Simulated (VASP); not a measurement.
# IrO2 (P4_2/mnm) in VASP: notebook, part 2 of 2

VASP 6.6.1. Earlier steps stand in the parts before.

### Step 3. Electric field gradients, PBE, collinear spin

The input, INCAR:

```
SYSTEM = IrO2
PREC     = Accurate       ! precision mode
ENCUT    = 520            ! plane-wave cutoff, eV
EDIFF    = 1E-8           ! SCF threshold, eV
ISMEAR   = -1             ! smearing method
SIGMA    = 0.05           ! smearing width, eV
LREAL    = .False.        ! projectors in reciprocal space
LASPH    = .True.         ! aspherical terms in the spheres
NELM     = 200            ! most SCF steps
ALGO     = Normal         ! electronic algorithm
ISIF     = 2              ! what is computed and relaxed
LWAVE    = .False.        ! write WAVECAR
LCHARG   = .False.        ! write CHGCAR
ISPIN    = 2              ! spin polarisation
MAGMOM   = 1 1 0 0 0 0    ! initial moments
LORBIT   = 11             ! projections on sites
LMAXMIX  = 4              ! l up to which the mixer works
GGA      = PE             ! functional
LEFG     = .True.       
NBANDS   = 34             ! bands
GGA_COMPAT= .False.      
KPAR     = 4
```

The input, KPOINTS:

```
regular mesh
0
Gamma
  10 10 15
  0 0 0
```

The input, POSCAR:

```
IrO2
1.0
    4.4990000000      0.0000000000      0.0000000000
    0.0000000000      4.4990000000      0.0000000000
    0.0000000000      0.0000000000      3.1460000000
Ir O
2 4
Direct
    0.0000000000      0.0000000000      0.0000000000
    0.5000000000      0.5000000000      0.5000000000
    0.3110000000      0.3110000000      0.0000000000
    0.1890000000      0.8110000000      0.5000000000
    0.6890000000      0.6890000000      0.0000000000
    0.8110000000      0.1890000000      0.5000000000
```

Potentials or basis: VASP PAW PBE potentials, release 64 (Ir, O).

Started as:

```console
$ cat potpaw_PBE.64/Ir/POTCAR potpaw_PBE.64/O/POTCAR > POTCAR
$ mpirun -np 4 vasp_std > vasp.out
```

OUTCAR:

```text
SYSTEM = IrO2
   PREC = Accurate
   ENCUT = 520
   EDIFF = 1E-8
   ISMEAR = -1
   LREAL = .False.
   LASPH = .True.
   NELM = 200
   ISIF = 2
   ISPIN = 2
   LORBIT = 11
   GGA = PE

 ion  position               nearest neighbor table
   1  0.000  0.000  0.000-   3 1.98   5 1.98   4 1.98   6 1.98   4 1.98   6 1.98
   2  0.500  0.500  0.500-   4 1.98   6 1.98   5 1.98   3 1.98   3 1.98   5 1.98
   3  0.311  0.311  0.000-   1 1.98   2 1.98   2 1.98
   4  0.189  0.811  0.500-   2 1.98   1 1.98   1 1.98
   5  0.689  0.689  0.000-   1 1.98   2 1.98   2 1.98
   6  0.811  0.189  0.500-   2 1.98   1 1.98   1 1.98

  LATTYP: Found a simple tetragonal cell.
 ALAT       =     4.4990000000
 C/A-ratio  =     0.6992665037

  Lattice vectors:

 A1 = (   4.4990000000,   0.0000000000,   0.0000000000)
 A2 = (   0.0000000000,   4.4990000000,   0.0000000000)
 A3 = (   0.0000000000,   0.0000000000,   3.1460000000)

Analysis of symmetry for initial positions (statically):
=====================================================================
 Subroutine PRICEL returns:
 Original cell was already a primitive cell.

 Routine SETGRP: Setting up the symmetry group for a
 simple tetragonal supercell.

 Subroutine GETGRP returns: Found 16 space group operations
 (whereof  8 operations were pure point group operations)
 out of a pool of 16 trial point group operations.

The static configuration has the point symmetry D_2h.
 The point group associated with its full space group is D_4h.

Analysis of symmetry for dynamics (positions and initial velocities):
=====================================================================
 Subroutine PRICEL returns:
 Original cell was already a primitive cell.

 Routine SETGRP: Setting up the symmetry group for a
 simple tetragonal supercell.

[... 1946 lines left out ...]
      1.39919      1.39919      0.00000        -0.468387     -0.468387     -0.000000
      0.85031      3.64869      1.57300         0.468387     -0.468387     -0.000000
      3.09981      3.09981      0.00000         0.468387      0.468387      0.000000
      3.64869      0.85031      1.57300        -0.468387      0.468387      0.000000
 -----------------------------------------------------------------------------------
    total drift:                                0.000000      0.000000     -0.000000

  FREE ENERGIE OF THE ION-ELECTRON SYSTEM (eV)
  ---------------------------------------------------
  free  energy   TOTEN  =       -42.1840435417 eV

  energy  without entropy=      -42.1601830075  energy(sigma->0) =      -42.17211327

 Electric field gradients (V/A^2)
---------------------------------------------------------------------
 ion       V_xx      V_yy      V_zz      V_xy      V_xz      V_yz
---------------------------------------------------------------------
   1     120.060   120.060  -240.120   -53.303     0.000    -0.000
   2     120.060   120.060  -240.120    53.303     0.000     0.000
   3     -19.532   -19.532    39.065    76.985     0.000    -0.000
   4     -19.532   -19.532    39.065   -76.985     0.000     0.000
   5     -19.532   -19.532    39.065    76.985     0.000     0.000
   6     -19.532   -19.532    39.065   -76.985    -0.000     0.000
---------------------------------------------------------------------

 Electric field gradients after diagonalization (V/A^2)
 (convention: |V_zz| > |V_xx| > |V_yy|)
----------------------------------------------------------------------
 ion       V_xx      V_yy      V_zz     asymmetry (V_yy - V_xx)/ V_zz
----------------------------------------------------------------------
   1     173.363    66.757  -240.120       0.444
   2     173.363    66.757  -240.120       0.444
   3      57.453    39.065   -96.518       0.191
   4      57.453    39.065   -96.518       0.191
   5      57.453    39.065   -96.518       0.191
   6      57.453    39.065   -96.518       0.191
----------------------------------------------------------------------

           NMR quadrupolar parameters

 Cq : quadrupolar parameter    Cq=e*Q*V_zz/h
 eta: asymmetry parameters     (V_yy - V_xx)/ V_zz
 Q  : nuclear electric quadrupole moment in mb (millibarn)
----------------------------------------------------------------------
 ion       Cq(MHz)       eta       Q (mb)
----------------------------------------------------------------------
   1      -0.581       0.444       1.000
   2      -0.581       0.444       1.000
   3      -0.233       0.191       1.000
   4      -0.233       0.191       1.000
   5      -0.233       0.191       1.000
   6      -0.233       0.191       1.000
----------------------------------------------------------------------

 total charge

# of ion       s       p       d       tot
------------------------------------------
    1        0.631   0.846   6.898   8.375
    2        0.631   0.846   6.898   8.375
    3        1.554   3.464   0.000   5.018
    4        1.554   3.464   0.000   5.018
    5        1.554   3.464   0.000   5.018
    6        1.554   3.464   0.000   5.018
--------------------------------------------------
tot          7.478  15.550  13.796  36.824

 magnetization (x)

# of ion       s       p       d       tot
------------------------------------------
    1       -0.000   0.000  -0.000  -0.000
    2       -0.000   0.000  -0.000  -0.000
    3        0.000  -0.000   0.000  -0.000
    4        0.000  -0.000   0.000  -0.000
    5        0.000  -0.000   0.000  -0.000
    6        0.000  -0.000   0.000  -0.000
--------------------------------------------------
tot         -0.000  -0.000  -0.000  -0.000
```

OSZICAR:

```text
N       E                     dE             d eps       ncg     rms          rms(c)
DAV:   1     0.409460648366E+03    0.40946E+03   -0.20605E+04 22888   0.123E+03
DAV:   2    -0.164543336771E+02   -0.42591E+03   -0.39596E+03 23450   0.352E+02
DAV:   3    -0.492887459163E+02   -0.32834E+02   -0.31856E+02 28086   0.114E+02
DAV:   4    -0.499511796156E+02   -0.66243E+00   -0.66018E+00 26140   0.170E+01
DAV:   5    -0.499627143588E+02   -0.11535E-01   -0.11528E-01 26794   0.216E+00    0.516E+01
DAV:   6    -0.428756373052E+02    0.70871E+01   -0.22091E+01 34306   0.469E+01    0.236E+01
DAV:   7    -0.422850858901E+02    0.59055E+00   -0.32023E+00 34368   0.221E+01    0.156E+01
DAV:   8    -0.421873438150E+02    0.97742E-01   -0.38903E-01 31054   0.578E+00    0.296E+00
DAV:   9    -0.421849110467E+02    0.24328E-02   -0.20849E-02 26668   0.959E-01    0.449E-01
DAV:  10    -0.421841714520E+02    0.73959E-03   -0.28895E-03 26096   0.399E-01    0.290E-01
DAV:  11    -0.421840087180E+02    0.16273E-03   -0.18925E-03 26972   0.347E-01    0.150E-01
DAV:  12    -0.421840299400E+02   -0.21222E-04   -0.99347E-05 25966   0.637E-02    0.804E-02
DAV:  13    -0.421840398804E+02   -0.99404E-05   -0.73434E-06 25616   0.194E-02    0.504E-02
DAV:  14    -0.421840433420E+02   -0.34616E-05   -0.65870E-06 24736   0.185E-02    0.671E-03
DAV:  15    -0.421840436826E+02   -0.34064E-06   -0.72652E-07 27460   0.592E-03    0.198E-03
DAV:  16    -0.421840436011E+02    0.81551E-07   -0.69567E-08 24120   0.197E-03    0.103E-03
DAV:  17    -0.421840435498E+02    0.51239E-07   -0.88313E-09 19402   0.700E-04    0.365E-04
DAV:  18    -0.421840435417E+02    0.81386E-08   -0.30379E-09 12746   0.368E-04
   1 F= -.42184044E+02 E0= -.42172113E+02  d E =-.238605E-01  mag=    -0.0000
```

Wall time 2.6 min (4 MPI ranks of AMD EPYC 7R13 (Zen 3), shared host); peak memory 0.55 GiB.

Results:

* Free energy: -42.1840 eV
* Pressure: 10.4 GPa
* Largest force: 0.662 eV/Å
* Band gap on the k mesh: zero (filled and empty bands overlap)
* Net moment: 0.00 μB per cell
* Largest electric field gradient by atom: Ir -240.1; O -96.5 V/Å²
* Valence electrons inside the program's atomic spheres: Ir 8.38; O 5.02

Forces in eV/Å, atoms in the order of the input:
```
Ir   0.000  0.000  0.000
Ir   0.000  0.000  0.000
O   -0.468 -0.468  0.000
O    0.468 -0.468  0.000
O    0.468  0.468  0.000
O   -0.468  0.468  0.000
```

Stress tensor (GPa, compression positive):
```
 7.31  0.00  0.00
 0.00  7.31  0.00
 0.00  0.00 16.66
```

Electric field gradients, principal values (V/Å²):
| atom | least | middle | greatest (by size) |
| --- | --- | --- | --- |
| 1 Ir | 66.757 | 173.363 | -240.120 |
| 2 Ir | 66.757 | 173.363 | -240.120 |
| 3 O | 39.065 | 57.453 | -96.518 |
| 4 O | 39.065 | 57.453 | -96.518 |
| 5 O | 39.065 | 57.453 | -96.518 |
| 6 O | 39.065 | 57.453 | -96.518 |

Caveat: the cell stands under pressure; without QUAD_EFG the Cq values of the log hold for a quadrupole moment of 1 mb, not for the nuclei; spin-orbit coupling is left out, which moves the levels of the heavy elements.
